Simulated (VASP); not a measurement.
Set up this calculation in VASP 6.6.1, as the native input.

```
Task                   : relaxation of cell and atoms
Functional             : BLYP
Dispersion             : D3(BJ)
Potentials or basis    : VASP PAW PBE potentials, release 64 (Al, N)
Cutoff                 : 600 eV
k mesh                 : 11 × 11 × 11
Occupations            : fermi-dirac, width 0.05 eV
Spin                   : no spin polarisation
Dipole correction      : no
Further INCAR settings : ALGO = Normal; EDIFF = 1e-06; IBRION = 2; EDIFFG = -0.01; NSW = 60; ISIF = 3
```

The structure of AlN lies in POSCAR:

```
AlN
1.0
    0.0000000000      2.0345180000      2.0345180000
    2.0345180000      0.0000000000      2.0345180000
    2.0345180000      2.0345180000      0.0000000000
Al N
1 1
Direct
    0.5000000000      0.5000000000      0.5000000000
    0.0000000000      0.0000000000      0.0000000000
```

One way to write it, as run:

INCAR

```
AGGAC = 1.0 ; AGGAX = 1.0
ALDAC = 0.0 ; ALDAX = 1.0
ALGO = Normal ; EDIFF = 1E-6
EDIFFG = -0.01 ; ENCUT = 600
GGA = B5 ; IBRION = 2
ISIF = 3 ; ISMEAR = -1
IVDW = 12 ; LASPH = True
LCHARG = False ; LREAL = False
LWAVE = False ; NELM = 100
NSW = 60 ; PREC = Accurate
SIGMA = 0.05 ; VDW_A1 = 0.4298
VDW_A2 = 4.2359 ; VDW_S6 = 1.0
VDW_S8 = 2.6996
```

KPOINTS

```
k-points
0
Gamma
  11 11 11
```

Potentials or basis: VASP PAW PBE potentials, release 64 (Al, N).

Command:

```sh
$ cat potpaw_PBE.64/Al/POTCAR potpaw_PBE.64/N/POTCAR > POTCAR
$ mpirun -np 1 vasp_std > vasp.out
```

Results of the run:

The relaxed volume is 8.10 Å³/atom and the relaxed cell is a = 2.841 Å, b = 2.841 Å, c = 2.841 Å, α = 60.00°, β = 60.00°, γ = 60.00°. The space group after relaxing (to 0.05 Å) is Fm-3m (No. 225). The energy gained by relaxing is 10.0 meV/atom. The ionic steps are 3 and the pressure after relaxing is -0.1 GPa. The band gap on the k mesh is 5.03 eV, indirect (least direct gap 6.22 eV) and the dispersion energy per atom is -0.751 eV.

Caveat: the PAW data sets were made with another functional, which shifts forces and pressure a little.

It took 42 s on 1 thread of Intel Xeon 8259CL, with other jobs on the host, peak memory 0.15 GiB.
